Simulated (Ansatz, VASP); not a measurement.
One calculation of Hf, two programs

```
CELL_PARAMETERS angstrom
0.00000 2.26440 2.22000
2.26440 0.00000 2.22000
2.26440 2.26440 0.00000
ATOMIC_POSITIONS crystal
Hf 0.00000 0.00000 0.00000
```

Change from the starting cell: equal xx and yy strain of +2 %, PAW files.

Alike in both runs: task electric field gradients; functional PBE; k mesh 13 × 13 × 13; occupations fermi-dirac, width 0.03 eV; no spin polarisation.

```csv
,VASP,Ansatz
version,VASP 6.6.1,Ansatz 0.2.0
potentials or method,"VASP PAW PBE potentials, release 64 (Hf_pv)","PAW with Ansatz's default frozen-core files, scalar-relativistic"
plane-wave cutoff (eV),520,420
valence electrons in the cell,10,26
```

```csv
,VASP,Ansatz,Ansatz less VASP
pressure (GPa),-1.5,-1.0,+0.43
"traceless stress, the component that is largest in VASP (GPa)",0.34,0.34,0.000
size of Vzz on the site where it differs most (V/Å²),17.1,18.8,+1.66
```

VASP's potentials hold 10 valence electrons a cell and Ansatz's 26, so a difference there can come from the potentials and not from the codes.

Spin-orbit coupling is off throughout.
